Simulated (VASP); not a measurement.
# TaC (Fm-3m) in VASP: single point with PBE

Aim: the single point of TaC with PBE.

Everything below comes from runs of VASP 6.6.1. Logs are shortened: lines on timing, memory, paths and dates and some standing lists are left out, and cuts for length are marked.

### Step 1. The cell of the first run

The structure is cubic, space group Fm-3m (No. 225). The conventional cell has a = 4.475 Å, b = 4.475 Å, c = 4.475 Å, α = 90.00°, β = 90.00°, γ = 90.00°. Ta (site symmetry m-3m) has 6 C at 2.24 Å within 3.0 Å. Within 3.0 Å of C (site symmetry m-3m) lie 6 Ta at 2.24 Å.

### Step 2. Single point, PBE

File INCAR:

```
SYSTEM = TaC
PREC = Accurate
ENCUT = 600
EDIFF = 1E-6
ISMEAR = 0
SIGMA = 0.1
LREAL = .False.
LASPH = .True.
NELM = 120
ALGO = Normal
ISIF = 2
LWAVE = .False.
LCHARG = .False.
GGA = PE
NBANDS = 14
GGA_COMPAT = .False.
```

File KPOINTS:

```
regular mesh
0
Gamma
  16 16 16
  0 0 0
```

File POSCAR:

```
TaC
1.0
    0.0000000000      2.2376006032      2.2376006032
    2.2376006032      0.0000000000      2.2376006032
    2.2376006032      2.2376006032      0.0000000000
Ta C
1 1
Direct
    0.0000000000      0.0000000000      0.0000000000
    0.5000000000      0.5000000000      0.5000000000
```

Potentials or basis: VASP PAW PBE potentials, release 64 (Ta_pv, C).

Started as:

```bash
> cat potpaw_PBE.64/Ta_pv/POTCAR potpaw_PBE.64/C/POTCAR > POTCAR
> mpirun -np 1 vasp_std > vasp.out
```

OUTCAR:

```text
SYSTEM = TaC
   PREC = Accurate
   ENCUT = 600
   EDIFF = 1E-6
   ISMEAR = 0
   LREAL = .False.
   LASPH = .True.
   NELM = 120
   ISIF = 2
   GGA = PE

 ion  position               nearest neighbor table
   1  0.000  0.000  0.000-   2 2.24   2 2.24   2 2.24   2 2.24   2 2.24   2 2.24
   2  0.500  0.500  0.500-   1 2.24   1 2.24   1 2.24   1 2.24   1 2.24   1 2.24

  LATTYP: Found a face centered cubic cell.
 ALAT       =     4.4752012064

  Lattice vectors:

 A1 = (   0.0000000000,   2.2376006032,   2.2376006032)
 A2 = (   2.2376006032,   0.0000000000,   2.2376006032)
 A3 = (   2.2376006032,   2.2376006032,   0.0000000000)

Analysis of symmetry for initial positions (statically):
=====================================================================
 Subroutine PRICEL returns:
 Original cell was already a primitive cell.

 Routine SETGRP: Setting up the symmetry group for a
 face centered cubic supercell.

 Subroutine GETGRP returns: Found 48 space group operations
 (whereof 48 operations were pure point group operations)
 out of a pool of 48 trial point group operations.

The static configuration has the point symmetry O_h .

Analysis of symmetry for dynamics (positions and initial velocities):
=====================================================================
 Subroutine PRICEL returns:
 Original cell was already a primitive cell.

 Routine SETGRP: Setting up the symmetry group for a
 face centered cubic supercell.

 Subroutine GETGRP returns: Found 48 space group operations
 (whereof 48 operations were pure point group operations)
 out of a pool of 48 trial point group operations.

The dynamic configuration has the point symmetry O_h .

 Subroutine INISYM returns: Found 48 space group operations
 (whereof 48 operations are pure point group operations),
 and found     1 'primitive' translations

----------------------------------------------------------------------------------------

                                     Primitive cell

  volume of cell :      22.4067

  direct lattice vectors                    reciprocal lattice vectors
     0.000000000  2.237600603  2.237600603    -0.223453640  0.223453640  0.223453640
     2.237600603  0.000000000  2.237600603     0.223453640 -0.223453640  0.223453640
     2.237600603  2.237600603  0.000000000     0.223453640  0.223453640 -0.223453640

  length of vectors
     3.164445120  3.164445120  3.164445120     0.387033058  0.387033058  0.387033058

  position of ions in fractional coordinates (direct lattice)
     0.000000000  0.000000000  0.000000000
     0.500000000  0.500000000  0.500000000

  ion indices of the primitive-cell ions
   primitive index   ion index
                 1           1
                 2           2

----------------------------------------------------------------------------------------

 KPOINTS: regular mesh

Automatic generation of k-mesh.
 Grid dimensions read from file:
 generate k-points for:   16   16   16

 Generating k-lattice:

  Cartesian coordinates                     Fractional coordinates (reciprocal lattice)
    -0.013965853  0.013965853  0.013965853     0.062500000  0.000000000  0.000000000
     0.013965853 -0.013965853  0.013965853     0.000000000  0.062500000  0.000000000
     0.013965853  0.013965853 -0.013965853     0.000000000  0.000000000  0.062500000

  Length of vectors
     0.024189566  0.024189566  0.024189566

  Shift w.r.t. Gamma in fractional coordinates (k-lattice)
     0.000000000  0.000000000  0.000000000

 Subroutine IBZKPT returns following result:
 ===========================================

 Found    145 irreducible k-points:

 Following reciprocal coordinates:
            Coordinates               Weight
  0.000000  0.000000  0.000000      1.000000
  0.062500  0.000000  0.000000      8.000000
  0.125000  0.000000  0.000000      8.000000
  0.187500  0.000000  0.000000      8.000000
  0.250000  0.000000  0.000000      8.000000
  0.312500  0.000000  0.000000      8.000000
[... 16 lines left out ...]
 -0.125000  0.062500  0.000000     24.000000
 -0.062500  0.062500  0.000000     12.000000
 [... further k-points ...]
   k-points           NKPTS =    145   k-points in BZ     NKDIM =    145   number of bands    NBANDS=     14
   number of dos      NEDOS =    301   number of ions     NIONS =      2
   total plane-waves  NPLWV =  21952
   dimension x,y,z NGX =    28 NGY =   28 NGZ =   28
   dimension x,y,z NGXF=    56 NGYF=   56 NGZF=   56
   ions per type =               1   1
   NGX,Y,Z   is equivalent  to a cutoff of  14.71, 14.71, 14.71 a.u.
   NGXF,Y,Z  is equivalent  to a cutoff of  29.42, 29.42, 29.42 a.u.
 SYSTEM =  TaC
   PREC   = accura    normal or accurate (medium, high low for compatibility)
   ISTART =      0    job   : 0-new  1-cont  2-samecut
   ICHARG =      2    charge: 1-file 2-atom 10-const
   ISPIN  =      1    spin polarized calculation?
   LNONCOLLINEAR =      F non collinear calculations
   LSORBIT =      F    spin-orbit coupling
   LASPH  =      T    aspherical Exc in radial PAW
   ENCUT  =  600.0 eV  44.10 Ry    6.64 a.u.   6.32  6.32  6.32*2*pi/ulx,y,z
   NELM   =    120;   NELMIN=  2; NELMDL= -5     # of ELM steps
   EDIFF  = 0.1E-05   stopping-criterion for ELM
   LREAL  =      F    real-space projection
   EDIFFG = 0.1E-04   stopping-criterion for IOM
   NSW    =      0    number of steps for IOM
   IBRION =     -1    ionic relax: 0-MD 1-quasi-New 2-CG
   NFREE  =      0    steps in history (QN), initial steepest desc. (CG)
   ISIF   =      2    stress and relaxation
   ISYM   =      2    0-nonsym 1-usesym 2-fastsym
   POTIM  = 0.5000    time-step for ionic-motion
   TEBEG  =    0.0;   TEEND  =   0.0 temperature during run
   PSTRESS=    0.0 pullay stress
   NELECT =      15.0000    total number of electrons
   NUPDOWN=      -1.0000    fix difference up-down
   EMIN   =  10.00;   EMAX   =-10.00  energy-range for DOS
   EFERMI =   0.00;   METHOD = LEGACY
   ISMEAR =     0;   SIGMA  =   0.10  broadening in eV -4-tet -1-fermi 0-gaus
   EFERMI_NEDOS =   21; number of points for ismear=-14 and -15
   IALGO  =     38    algorithm
   IMIX   =      4    mixing-type and parameters
     AMIX     =   0.40;   BMIX     =  1.00
     AMIX_MAG =   1.60;   BMIX_MAG =  1.00
  volume/ion in A,a.u.               =      11.20        75.60
  Fermi-wavevector in a.u.,A,eV,Ry     =   1.432120  2.706314 27.905102  2.050967
  Thomas-Fermi vector in A             =   2.551782
   LORBIT       =      0    0 simple, 1 ext, 2 COOP (PROOUT), +10 PAW based schemes
   GGA     = PE    functional components
   LHFCALC =     F    Hartree Fock is set to
   AEXX    =    0.0000 exact exchange contribution
   IVDW    =     0    specifies the selected vdW correction
   LEPSILON=     F    determine dielectric tensor
   LRPA    =     F    only Hartree local field effects (RPA)
 non-spin polarized calculation
 Gauss-broadening in eV      SIGMA  =   0.10
  energy-cutoff  :      600.00
  volume of cell :       22.41
 maximum number of plane-waves:       758
 NGX is ok and might be reduce to    28
   NGX = 13   NGY = 13   NGZ = 13

 number of electron      15.0000000 magnetization

 Free energy of the ion-electron system (eV)
  ---------------------------------------------------
  ext. energy  EPLUGINS =         0.00000000
  ---------------------------------------------------
  free energy    TOTEN  =       -22.20878516 eV

  energy without entropy =      -22.20713376  energy(sigma->0) =      -22.20795946

 E-fermi :   8.2395     XC(G=0): -13.1323

 val. band max:        8.2136103686   @ k =   0.4375   0.1875   0.0625
 cond. band min:       8.2600522383   @ k =   0.1250   0.0625   0.0000
 fundamental gap:      0.0464418697
 Fermi energy:         8.2395490436

 k-point     1 :       0.0000    0.0000    0.0000
  band No.  band energies     occupation
      1     -26.8517      2.00000
      2     -26.8517      2.00000
      3     -26.8517      2.00000
      4      -6.4642      2.00000
      5       6.9500      2.00000
      6       6.9500      2.00000
      7       6.9500      2.00000
      8       7.7889      2.00000
      9       7.7889      2.00000
     10       7.7889      2.00000
     11       8.8979      0.00000
     12       8.8979      0.00000
     13      14.6770      0.00000
     14      18.2952      0.00000

 k-point     2 :       0.0625    0.0000    0.0000
  band No.  band energies     occupation
      1     -26.8790      2.00000
      2     -26.8544      2.00000
      3     -26.8544      2.00000
      4      -6.3557      2.00000
      5       6.3522      2.00000
      6       6.6921      2.00000
      7       6.6921      2.00000
      8       7.4323      2.00000
      9       7.4323      2.00000
     10       8.1492      1.79873
     11       9.7282      0.00000
     12       9.7282      0.00000
     13      14.8965      0.00000
     14      18.5710      0.00000

 k-point     3 :       0.1250    0.0000    0.0000
  band No.  band energies     occupation
      1     -26.9562      2.00000
      2     -26.8623      2.00000
      3     -26.8623      2.00000
      4      -6.0387      2.00000
      5       5.3254      2.00000
      6       5.8292      2.00000
      7       5.8292      2.00000
      8       7.6036      2.00000
      9       7.6036      2.00000
     10       8.5589      0.00001
     11      11.0569      0.00000
     12      11.0569      0.00000
     13      15.4676      0.00000
     14      19.3326      0.00000
[... 324 lines left out ...]
 k-point    23 :      -0.1250    0.0625    0.0000
  band No.  band energies     occupation
      1     -27.0010      2.00000
      2     -26.8880      2.00000
      3     -26.8592      2.00000
      4      -5.8039      2.00000
      5       4.7977      2.00000
      6       5.2568      2.00000
      7       5.4277      2.00000
      8       7.4198      2.00000
      9       8.3298      0.20160
     10       8.9584      0.00000
     11      10.8247      0.00000
     12      12.3570      0.00000
     13      15.8932      0.00000
     14      19.8653      0.00000

 k-point    24 :      -0.0625    0.0625    0.0000
  band No.  band energies     occupation
      1     -26.9168      2.00000
      2     -26.8701      2.00000
      3     -26.8539      2.00000
      4      -6.1789      2.00000
      5       5.8352      2.00000
      6       6.0315      2.00000
      7       6.1551      2.00000
      8       7.1160      2.00000
      9       8.0015      1.99924
     10       8.5794      0.00000
     11       9.8544      0.00000
     12      10.9675      0.00000
     13      15.2489      0.00000
     14      19.0090      0.00000

 [... further k-points ...]

------------------------ aborting loop because EDIFF is reached ----------------------------------------

  FORCE on cell =-STRESS in cart. coord.  units (eV):
  Direction    XX          YY          ZZ          XY          YZ          ZX
  --------------------------------------------------------------------------------------
  -------------------------------------------------------------------------------------
  Total        0.0847985      0.0847985      0.0847985     -0.0000000     -0.0000000      0.0000000
  in kB        6.0634664      6.0634664      6.0634664     -0.0000000     -0.0000000      0.0000000
  external PRESSURE =       6.0634664 kB  Pullay stress =       0.0000000 kB

 VOLUME and BASIS-vectors are now :
 -----------------------------------------------------------------------------
  energy-cutoff  :      600.00
  volume of cell :       22.41
      direct lattice vectors                 reciprocal lattice vectors
     0.000000000  2.237600603  2.237600603    -0.223453640  0.223453640  0.223453640
     2.237600603  0.000000000  2.237600603     0.223453640 -0.223453640  0.223453640
     2.237600603  2.237600603  0.000000000     0.223453640  0.223453640 -0.223453640

 POSITION                                       TOTAL-FORCE (eV/Angst)
 -----------------------------------------------------------------------------------
      0.00000      0.00000      0.00000        -0.000000     -0.000000     -0.000000
      2.23760      2.23760      2.23760         0.000000      0.000000      0.000000
 -----------------------------------------------------------------------------------
    total drift:                                0.000000      0.000000      0.000000

  FREE ENERGIE OF THE ION-ELECTRON SYSTEM (eV)
  ---------------------------------------------------
  free  energy   TOTEN  =       -22.2087851570 eV

  energy  without entropy=      -22.2071337578  energy(sigma->0) =      -22.20795946
```

Run time: 54 s. Hardware: 1 thread of AMD EPYC 7R43 (Zen 3), shared host; peak memory 0.17 GiB.

Results:

```
Free energy            : -22.2088 eV
Pressure               : 0.6 GPa
Band gap on the k mesh : zero (an odd number of electrons rules out a gap without spin polarisation)
```

Caveat: spin-orbit coupling is left out, which moves the levels of the heavy elements.
